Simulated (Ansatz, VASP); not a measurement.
**One calculation of Cd3HgSe4, two programs**

```
CELL_PARAMETERS angstrom
4.39774 0.00000 0.00000
0.00000 4.39774 0.00000
0.00000 0.00000 12.39272
ATOMIC_POSITIONS crystal
Cd 0.00000 0.00000 0.74861
Cd 0.00000 0.00000 0.25139
Cd 0.50000 0.50000 0.50000
Hg 0.50000 0.50000 0.00000
Se 0.50000 0.00000 0.87265
Se 0.00000 0.50000 0.12735
Se 0.50000 0.00000 0.37570
Se 0.00000 0.50000 0.62430
```

Alike in both runs: task single point; functional PBEsol; k mesh 8 × 8 × 4; occupations gaussian, width 0.01 eV; no spin polarisation.

|  | VASP | Ansatz |
| --- | --- | --- |
| version | VASP 6.6.1 | Ansatz 0.2.0 |
| potentials or method | VASP PAW PBE potentials, release 64 (Cd, Hg, Se), cutoff 520 eV | scalar-relativistic, plane waves, PAW |
| valence electrons in the cell | 72 | 144 |

Ansatz gave:

```
gap on the k mesh at the Fermi level (eV) : none
pressure (GPa)                            : -2.6
rms of the force components (eV/Å)        : 0.009
```

Task: Which values does VASP return?

Result: gap on the k mesh at the Fermi level (eV): none; pressure (GPa): -2.3; rms of the force components (eV/Å): 0.009.

VASP's potentials were made for PBE, not for PBEsol. Atom by atom the forces differ by 0.000 eV/Å (rms over components). A gap of «none» marks a metal or a gap that the smearing closes. VASP's potentials hold 72 valence electrons a cell and Ansatz's 144, so a difference there can come from the potentials and not from the codes.

Neither program's run includes spin-orbit coupling.
